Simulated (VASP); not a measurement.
Wanted: the native input for a VASP 6.6.1 run.

```yaml
Task: relaxation of cell and atoms
Functional: PBE
Potentials_or_basis: VASP PAW PBE potentials, release 64 (Ga_d, N)
Cutoff: 600 eV
k_mesh: 10 × 10 × 6
Occupations: gaussian, width 0.01 eV
Spin: no spin polarisation
Dipole_correction: no
Further_INCAR_settings: ALGO = Normal; EDIFF = 1e-06; IBRION = 2; EDIFFG = -0.001; NSW = 80; ISIF = 3
```

The structure of GaN lies in POSCAR:

```
GaN
1.0
    3.1800000000      0.0000000000      0.0000000000
   -1.5900000000      2.7539607840      0.0000000000
    0.0000000000      0.0000000000      5.1660000000
Ga N
2 2
Direct
    0.3333333333      0.6666666667      0.0000000000
    0.6666666667      0.3333333333      0.5000000000
    0.3333333333      0.6666666667      0.3750000000
    0.6666666667      0.3333333333      0.8750000000
```

The input as run:

INCAR

```
SYSTEM = GaN
PREC = Accurate
ENCUT = 600
EDIFF = 1E-6
ISMEAR = 0
SIGMA = 0.01
LREAL = .False.
LASPH = .True.
NELM = 100
ALGO = Normal
ISIF = 3
LWAVE = .False.
LCHARG = .False.
GGA = PE
IBRION = 2
NSW = 80
EDIFFG = -0.001
```

KPOINTS

```
regular mesh
0
Gamma
  10 10 6
  0 0 0
```

Potentials or basis: VASP PAW PBE potentials, release 64 (Ga_d, N).

Command:

```console
$ cat potpaw_PBE.64/Ga_d/POTCAR potpaw_PBE.64/N/POTCAR > POTCAR
$ mpirun -np 1 vasp_std > vasp.out
```

Results of the run:

```yaml
Relaxed_volume: 11.76 Å³/atom
Relaxed_cell: a = 3.218 Å, b = 3.218 Å, c = 5.244 Å, α = 90.00°, β = 90.00°, γ = 120.00°
Space_group_after_relaxing_to_0.1_Å: P6_3mc (No. 186)
Energy_gained_by_relaxing: 10.1 meV/atom
Ionic_steps: 29
Pressure_after_relaxing: 0.0 GPa
Band_gap_on_the_k_mesh: 1.72 eV
```

Wall time 12 min on 1 thread of Intel(R) Xeon(R) Platinum 8488C (Sapphire Rapids) (shared host), peak memory 0.21 GiB.
